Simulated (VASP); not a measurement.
# GaP (F-43m) in VASP: G0W0 quasiparticle levels with PBEsol

Aim: the G0W0 quasiparticle levels of GaP with PBEsol.

Everything below comes from runs of VASP 6.6.1. Logs are shortened: lines on timing, memory, paths and dates and some standing lists are left out, and cuts for length are marked.

## 1. The cell of the first run

It takes space group F-43m (No. 216, cubic). The conventional cell has a = 5.451 Å, b = 5.451 Å, c = 5.451 Å, α = 90.00°, β = 90.00°, γ = 90.00°. Ga (site symmetry -43m) has 4 P at 2.36 Å within 3.1 Å. Within 3.1 Å of P (site symmetry -43m) lie 4 Ga at 2.36 Å.

## 2. G0W0 quasiparticle levels, PBEsol

POSCAR reads:

```
GaP
1.0
    0.0000000000      2.7252500000      2.7252500000
    2.7252500000      0.0000000000      2.7252500000
    2.7252500000      2.7252500000      0.0000000000
Ga P
1 1
Direct
    0.0000000000      0.0000000000      0.0000000000
    0.2500000000      0.2500000000      0.2500000000
```

INCAR.step1 reads:

```
PREC = Accurate
ENCUT = 500
EDIFF = 1E-8
ISMEAR = 0
SIGMA = 0.01
LREAL = F
LASPH = T
NELM = 80
ALGO = Normal
LWAVE = T
LCHARG = F
GGA = PS
```

INCAR.step2 reads:

```
PREC = Accurate
ENCUT = 500
EDIFF = 1E-8
ISMEAR = 0
SIGMA = 0.01
LREAL = F
LASPH = T
NELM = 1
ALGO = Exact
LWAVE = T
LCHARG = F
GGA = PS
NBANDS = 69
LOPTICS = T
ISTART = 1
```

INCAR.step3 reads:

```
PREC = Accurate
ENCUT = 500
EDIFF = 1E-8
ISMEAR = 0
SIGMA = 0.01
LREAL = F
LASPH = T
ALGO = EVGW0
LWAVE = F
LCHARG = F
GGA = PS
NELMGW = 1
NBANDS = 69
ENCUTGW = 100.0
NOMEGA = 48
PRECFOCK = Fast
ISTART = 1
NBANDSGW = 17
```

KPOINTS reads:

```
regular mesh
0
Gamma
  4 4 4
```

Potentials or basis: VASP PAW PBE potentials, release 64 (Ga_d_GW, P_GW).

Command:

```bash
$ cat potpaw_PBE.64/Ga_d_GW/POTCAR potpaw_PBE.64/P_GW/POTCAR > POTCAR
$ cp INCAR.step1 INCAR
$ mpirun -np 1 vasp_std > vasp.out
$ cp INCAR.step2 INCAR
$ mpirun -np 1 vasp_std > vasp.out
$ cp INCAR.step3 INCAR
$ mpirun -np 1 vasp_std > vasp.out
```

OUTCAR:

```text
PREC = Accurate
   ENCUT = 500
   EDIFF = 1E-8
   ISMEAR = 0
   LREAL = F
   LASPH = T
   GGA = PS
   NELMGW = 1
   ENCUTGW = 100.0
   PRECFOCK = Fast
   ISTART = 1

 ion  position               nearest neighbor table
   1  0.000  0.000  0.000-   2 2.36   2 2.36   2 2.36   2 2.36
   2  0.250  0.250  0.250-   1 2.36   1 2.36   1 2.36   1 2.36

  LATTYP: Found a face centered cubic cell.
 ALAT       =     5.4505000000

  Lattice vectors:

 A1 = (   0.0000000000,   2.7252500000,   2.7252500000)
 A2 = (   2.7252500000,   0.0000000000,   2.7252500000)
 A3 = (   2.7252500000,   2.7252500000,   0.0000000000)

Analysis of symmetry for initial positions (statically):
=====================================================================
 Subroutine PRICEL returns:
 Original cell was already a primitive cell.

 Routine SETGRP: Setting up the symmetry group for a
 face centered cubic supercell.

 Subroutine GETGRP returns: Found 24 space group operations
 (whereof 24 operations were pure point group operations)
 out of a pool of 48 trial point group operations.

The static configuration has the point symmetry T_d .

Analysis of symmetry for dynamics (positions and initial velocities):
=====================================================================
 Subroutine PRICEL returns:
 Original cell was already a primitive cell.

 Routine SETGRP: Setting up the symmetry group for a
 face centered cubic supercell.

 Subroutine GETGRP returns: Found 24 space group operations
 (whereof 24 operations were pure point group operations)
 out of a pool of 48 trial point group operations.

The dynamic configuration has the point symmetry T_d .

 Subroutine INISYM returns: Found 24 space group operations
 (whereof 24 operations are pure point group operations),
 and found     1 'primitive' translations

----------------------------------------------------------------------------------------

                                     Primitive cell

  volume of cell :      40.4808

  direct lattice vectors                    reciprocal lattice vectors
     0.000000000  2.725250000  2.725250000    -0.183469406  0.183469406  0.183469406
     2.725250000  0.000000000  2.725250000     0.183469406 -0.183469406  0.183469406
     2.725250000  2.725250000  0.000000000     0.183469406  0.183469406 -0.183469406

  length of vectors
     3.854085511  3.854085511  3.854085511     0.317778334  0.317778334  0.317778334

  position of ions in fractional coordinates (direct lattice)
     0.000000000  0.000000000  0.000000000
     0.250000000  0.250000000  0.250000000

  ion indices of the primitive-cell ions
   primitive index   ion index
                 1           1
                 2           2

----------------------------------------------------------------------------------------

 KPOINTS: regular mesh

Automatic generation of k-mesh.
 Grid dimensions read from file:
 generate k-points for:    4    4    4

 Generating k-lattice:

  Cartesian coordinates                     Fractional coordinates (reciprocal lattice)
    -0.045867352  0.045867352  0.045867352     0.250000000  0.000000000  0.000000000
     0.045867352 -0.045867352  0.045867352     0.000000000  0.250000000  0.000000000
     0.045867352  0.045867352 -0.045867352     0.000000000  0.000000000  0.250000000

  Length of vectors
     0.079444583  0.079444583  0.079444583

  Shift w.r.t. Gamma in fractional coordinates (k-lattice)
     0.000000000  0.000000000  0.000000000

 Subroutine IBZKPT returns following result:
 ===========================================

 Found      8 irreducible k-points:

 Following reciprocal coordinates:
            Coordinates               Weight
  0.000000  0.000000  0.000000      1.000000
  0.250000  0.000000  0.000000      8.000000
  0.500000  0.000000  0.000000      4.000000
  0.250000  0.250000  0.000000      6.000000
  0.500000  0.250000  0.000000     24.000000
 -0.250000  0.250000  0.000000     12.000000
  0.500000  0.500000  0.000000      3.000000
 -0.250000  0.500000  0.250000      6.000000
   k-points           NKPTS =      8   k-points in BZ     NKDIM =     64   number of bands    NBANDS=     69
   number of dos      NEDOS =    301   number of ions     NIONS =      2
   total plane-waves  NPLWV =  21952
   dimension x,y,z NGX =    28 NGY =   28 NGZ =   28
   dimension x,y,z NGXF=    56 NGYF=   56 NGZF=   56
   ions per type =               1   1
   NGX,Y,Z   is equivalent  to a cutoff of  12.08, 12.08, 12.08 a.u.
   NGXF,Y,Z  is equivalent  to a cutoff of  24.16, 24.16, 24.16 a.u.
 SYSTEM =  unknown system
   PREC   = accura    normal or accurate (medium, high low for compatibility)
   ISTART =      1    job   : 0-new  1-cont  2-samecut
   ICHARG =      0    charge: 1-file 2-atom 10-const
   ISPIN  =      1    spin polarized calculation?
   LNONCOLLINEAR =      F non collinear calculations
   LSORBIT =      F    spin-orbit coupling
   LASPH  =      T    aspherical Exc in radial PAW
   ENCUT  =  500.0 eV  36.75 Ry    6.06 a.u.   7.03  7.03  7.03*2*pi/ulx,y,z
   NELM   =     60;   NELMIN=  2; NELMDL=  0     # of ELM steps
   EDIFF  = 0.1E-07   stopping-criterion for ELM
   LREAL  =      F    real-space projection
   EDIFFG = 0.1E-06   stopping-criterion for IOM
   NSW    =      0    number of steps for IOM
   IBRION =     -1    ionic relax: 0-MD 1-quasi-New 2-CG
   NFREE  =      0    steps in history (QN), initial steepest desc. (CG)
   ISIF   =      0    stress and relaxation
   ISYM   =      3    0-nonsym 1-usesym 2-fastsym
   POTIM  = 0.5000    time-step for ionic-motion
   TEBEG  =    0.0;   TEEND  =   0.0 temperature during run
   PSTRESS=    0.0 pullay stress
   NELECT =      18.0000    total number of electrons
   NUPDOWN=      -1.0000    fix difference up-down
   EMIN   =  10.00;   EMAX   =-10.00  energy-range for DOS
   EFERMI =   0.00;   METHOD = LEGACY
   ISMEAR =     0;   SIGMA  =   0.01  broadening in eV -4-tet -1-fermi 0-gaus
   EFERMI_NEDOS =   21; number of points for ismear=-14 and -15
   IALGO  =     38    algorithm
   IMIX   =      4    mixing-type and parameters
     AMIX     =   0.40;   BMIX     =  1.00
     AMIX_MAG =   1.60;   BMIX_MAG =  1.00
  volume/ion in A,a.u.               =      20.24       136.59
  Fermi-wavevector in a.u.,A,eV,Ry     =   1.249538  2.361284 21.243377  1.561344
  Thomas-Fermi vector in A             =   2.383574
   LORBIT       =      0    0 simple, 1 ext, 2 COOP (PROOUT), +10 PAW based schemes
   GGA     = PS    functional components
   LHFCALC =     T    Hartree Fock is set to
   PRECFOCK=fast      Normal, Fast or Accurate (Low or Medium for compatibility)
   ENCUT4O =  -1.0   cutoff for four orbital integrals eV
   NKREDX  =     1    reduce k-point grid by
   NKREDY  =     1    reduce k-point grid by
   NKREDZ  =     1    reduce k-point grid by
   AEXX    =    1.0000 exact exchange contribution
   HFSCREEN=    0.0000 screening length (either q_TF or 0.3 A-1)
   HFSCREENC=   0.0000 screening length for correlation (either q_TF or 0.3 A-1)
   ENCUTFOCK=  -1.0 apply spherical cutoff to Coloumb kernel
   IVDW    =     0    specifies the selected vdW correction
   LEPSILON=     F    determine dielectric tensor
   LRPA    =     F    only Hartree local field effects (RPA)
   LRPAFORCE           =     F    calculate RPA forces
   ENCUTGW             = 100.0    cutoff for response function in eV
   ENCUTGWSOFT         =  80.0    soft cutoff for Coulomb kernel in GW response function in eV
   ENCUTLF             =  -1.0    cutoff for local field effects
   NELMGW              =     1    number of iterations in solving QP/BSE equation
   NELMHF              =     1    number of iterations in the inner HF iteration
   NKREDLFX            =     1    NKREDLFY  =   1   NKREDLFZ  =   1
 non-spin polarized calculation
 Gauss-broadening in eV      SIGMA  =   0.01
  energy-cutoff  :      500.00
  volume of cell :       40.48
 maximum number of plane-waves:      1056
  NGX = 16; NGY = 16; NGZ = 16
   NGX = 13   NGY = 13   NGZ = 13
 maximum number of plane-waves:       100
 NGX is ok and might be reduce to    14

 QP shifts <psi_nk| G(iteration)W_0 |psi_nk>: iteration 1
 for sc-GW calculations column KS-energies equals QP-energies in previous step
 and V_xc(KS)=  KS-energies - (<T + V_ion + V_H > + <T+V_H+V_ion>^1  + <V_x>^1)

 k-point   1 :       0.0000    0.0000    0.0000
  band No.  KS-energies  QP-energies   sigma(KS)   V_xc(KS)     V^pw_x(r,r')   Z            occupation Imag(sigma)

      1     -10.2710     -13.0085     -25.6367     -21.6470     -34.9727       0.6862       2.0000       0.2541
      2     -10.2710     -13.0085     -25.6367     -21.6470     -34.9727       0.6862       2.0000       0.2541
      3     -10.2710     -13.0085     -25.6367     -21.6470     -34.9727       0.6862       2.0000       0.2541
      4     -10.1720     -12.9470     -25.8064     -21.7698     -35.1095       0.6875       2.0000       0.2208
      5     -10.1720     -12.9470     -25.8064     -21.7698     -35.1095       0.6875       2.0000       0.2208
      6      -8.2127      -8.5329     -11.8969     -11.4007     -18.6306       0.6454       2.0000       1.0651
[... 9 lines left out ...]
     16      13.9872      14.4518     -10.2896     -10.9109      -5.0007       0.7478       0.0000      -0.2739
     17      16.5679      16.7404      -8.2401      -8.4681      -2.4466       0.7562       0.0000      -0.4984

 k-point   2 :       0.2500    0.0000    0.0000
  band No.  KS-energies  QP-energies   sigma(KS)   V_xc(KS)     V^pw_x(r,r')   Z            occupation Imag(sigma)

      1     -10.3145     -12.9862     -25.3289     -21.4242     -34.6412       0.6842       2.0000       0.2755
      2     -10.2566     -13.0010     -25.6691     -21.6742     -35.0068       0.6870       2.0000       0.2527
      3     -10.2566     -13.0010     -25.6691     -21.6742     -35.0068       0.6870       2.0000       0.2527
      4     -10.1712     -12.9533     -25.8071     -21.7719     -35.1139       0.6895       2.0000       0.2210
      5     -10.1712     -12.9533     -25.8071     -21.7719     -35.1139       0.6895       2.0000       0.2210
      6      -7.4313      -7.8058     -12.3178     -11.7629     -18.8237       0.6748       2.0000       0.9920
[... 9 lines left out ...]
     16      14.0066      14.1932      -7.9738      -8.2198      -2.4951       0.7585       0.0000      -0.3445
     17      17.2051      17.5585      -8.9214      -9.3931      -2.9756       0.7491       0.0000      -0.5659

 k-point   3 :       0.5000    0.0000    0.0000
  band No.  KS-energies  QP-energies   sigma(KS)   V_xc(KS)     V^pw_x(r,r')   Z            occupation Imag(sigma)
[... 85 lines left out ...]
      1     -10.3873     -12.9980     -25.1127     -21.2716     -34.4212       0.6797       2.0000       0.2918
      2     -10.2088     -12.9503     -25.6733     -21.6644     -34.9647       0.6839       2.0000       0.2278
      3     -10.2061     -12.9923     -25.7942     -21.7784     -35.1443       0.6938       2.0000       0.2479
      4     -10.2061     -12.9923     -25.7942     -21.7784     -35.1443       0.6938       2.0000       0.2479
      5     -10.1506     -12.9519     -25.8462     -21.8106     -35.1659       0.6941       2.0000       0.2185
      6      -5.2018      -5.5805     -13.2001     -12.6514     -19.0738       0.6901       2.0000       0.7257
[... 9 lines left out ...]
     16      17.1307      17.5907     -10.5653     -11.1708      -4.6279       0.7597       0.0000      -0.5817
     17      17.1307      17.5907     -10.5653     -11.1708      -4.6279       0.7597       0.0000      -0.5817

 k-point   8 :      -0.2500    0.5000    0.2500
  band No.  KS-energies  QP-energies   sigma(KS)   V_xc(KS)     V^pw_x(r,r')   Z            occupation Imag(sigma)

      1     -10.3679     -12.9748     -25.1249     -21.2889     -34.4399       0.6796       2.0000       0.2930
      2     -10.2333     -12.9996     -25.7327     -21.7222     -35.0708       0.6898       2.0000       0.2470
      3     -10.2118     -12.9797     -25.7483     -21.7401     -35.0887       0.6906       2.0000       0.2459
      4     -10.1878     -12.9521     -25.7697     -21.7432     -35.0772       0.6865       2.0000       0.2249
      5     -10.1637     -12.9468     -25.8114     -21.7799     -35.1242       0.6903       2.0000       0.2198
      6      -5.1052      -5.5029     -13.3988     -12.8281     -19.2736       0.6967       2.0000       0.7106
[... 9 lines left out ...]
     16      17.9186      18.5211     -10.4544     -11.2697      -4.0341       0.7389       0.0000      -0.6749
     17      18.0315      18.4041      -9.8741     -10.3699      -3.7085       0.7515       0.0000      -0.6694
```

Wall time 78 s (1 thread of AMD EPYC 9R45 (Zen 5), shared host); peak memory 0.35 GiB.

Results:

| Item | Value |
| --- | --- |
| Quasiparticle gap | 2.00 eV |
| Least direct quasiparticle gap | 2.70 eV |
| Band gap of the starting levels on the mesh | 1.48 eV |
| Least direct gap of the starting levels on the mesh | 1.74 eV |

Caveat: the k points lie up to 0.50 Å⁻¹ apart; bands, screening cutoff and mesh are small and nothing is extrapolated, so the quasiparticle values aren't converged.
